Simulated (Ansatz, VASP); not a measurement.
**One calculation of As, two programs**

The input INCAR:

```
SYSTEM = As
  ALGO = Normal
  DIPOL = 0.5 0.5 0.500
  EDIFF = 1E-7
  EDIFFG = -0.01
  ENCUT = 520
  GGA = PE
  IBRION = 2
  IDIPOL = 3
  ISIF = 2
  ISMEAR = 0
  IVDW = 12
  LASPH = .True.
  LCHARG = .False.
  LDIPOL = .True.
  LREAL = .False.
  LWAVE = .False.
  NELM = 80
  NSW = 60
  PREC = Accurate
  SIGMA = 0.02
```

Contents of KPOINTS:

```
k-points
0
Gamma
  9 9 1
  0 0 0
```

File POSCAR:

```
As
1.0
    3.8216379590      0.0000000000      0.0000000000
   -1.9108189795      3.3096355566      0.0000000000
    0.0000000000      0.0000000000     28.5742413760
As
2
Direct
    0.3333333333      0.6666666667      0.4755450732
    0.6666666667      0.3333333333      0.5244549268
```

Input for Ansatz:

```yaml
crystal:
  lattice:
    - [3.821637959, 0.0, 0.0]
    - [-1.9108189795, 3.3096355566, 0.0]
    - [0.0, 0.0, 28.574241376]
  atoms:
    - { symbol: As, position: [0.3333333333, 0.6666666667, 0.4755450732] }
    - { symbol: As, position: [0.6666666667, 0.3333333333, 0.5244549268] }
  periodic: [true, true, false]
basis:
  ecutwfc: 420
kpoints:
  mp_grid: { grid: [9, 9, 1] }
  band_path:
    path:
      - [0, 0, 0]
      - [0.5, 0, 0]
      - [0.333333333333, 0.333333333333, 0]
      - [0, 0, 0]
    npoints: 8
hamiltonian:
  xc: pbe
  dispersion: d3bj
scf:
  occupations: { method: gaussian, width: 0.02 }
output:
  forces: true
  stress: true
  eigenvalues: true
relax:
  adjacent_minimum: "off"
  f_tol: 0.01
  max_steps: 40
```

Change from the starting cell: biaxial strain +0.070, atoms relaxed.

Alike in both runs: task relaxation of the atoms; functional PBE; dispersion D3(BJ); k mesh 9 × 9 × 1; occupations gaussian, width 0.02 eV; no spin polarisation.

```csv
,VASP,Ansatz
version,VASP 6.6.1,Ansatz 0.2.0
potentials or method,"VASP PAW PBE potentials, release 64 (As), cutoff 520 eV","scalar-relativistic, plane waves, PAW"
valence electrons in the cell,10,30
```

|  | VASP | Ansatz | Ansatz less VASP |
| --- | --- | --- | --- |
| gap on the k mesh at the Fermi level, each at its own relaxed structure (eV) | 0.98 | 0.98 | +0.006 |

VASP's potentials hold 10 valence electrons a cell and Ansatz's 30, so a difference there can come from the potentials and not from the codes. Ansatz's warnings: stress scf threshold loose.
